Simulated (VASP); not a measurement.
Set up this calculation in VASP 6.6.1, as the native input.

| Quantity | Value |
| --- | --- |
| Task | single point |
| Functional | LDA |
| Potentials or basis | VASP PAW LDA potentials, release 64 (Zr_sv, H) |
| Cutoff | 520 eV |
| k mesh | 16 × 16 × 12 |
| Occupations | gaussian, width 0.15 eV |
| Spin | no spin polarisation |
| Dipole correction | no |
| Further INCAR settings | ALGO = Normal; EDIFF = 1e-07; NBANDS = 21 |

The structure of ZrH lies in POSCAR:

```
ZrH
1.0
    3.4233088065      0.0000000000      0.0000000000
    0.0000000000      3.4233088065      0.0000000000
    0.0000000000      0.0000000000      4.4399250760
Zr H
2 2
Direct
    0.0000000000      0.5000000000      0.0000000000
    0.5000000000      0.0000000000      0.5000000000
    0.0000000000      0.0000000000      0.7500000000
    0.0000000000      0.0000000000      0.2500000000
```

This cell differs from its parent crystal: ratio of the length along z to the lengths across it x 0.85, volume and fractional coordinates fixed.

These files were run (other wordings do the same):

INCAR

```
ALGO = Normal
EDIFF = 1E-7
ENCUT = 520
ISIF = 2
ISMEAR = 0
LASPH = T
LCHARG = F
LREAL = F
LWAVE = F
NBANDS = 21
NELM = 100
PREC = Accurate
SIGMA = 0.15
```

KPOINTS

```
k-points
0
Gamma
  16 16 12
```

Potentials or basis: VASP PAW LDA potentials, release 64 (Zr_sv, H).

Launch:

```bash
$ cat potpaw_LDA.64/Zr_sv/POTCAR potpaw_LDA.64/H/POTCAR > POTCAR
$ mpirun -np 1 vasp_std > vasp.out
```

Results of the run:

```json
{
 "Pressure": "-4.9 GPa",
 "Band gap on the k mesh": "zero (band 13 reaches 9.10 eV, above the bottom of band 14 at 7.26 eV)"
}
```

Wall time 4.3 min on 1 thread of Intel(R) Xeon(R) Platinum 8259CL CPU @ 2.50GHz (Skylake/Cascade Lake), with other jobs on the host, peak memory 0.38 GiB.
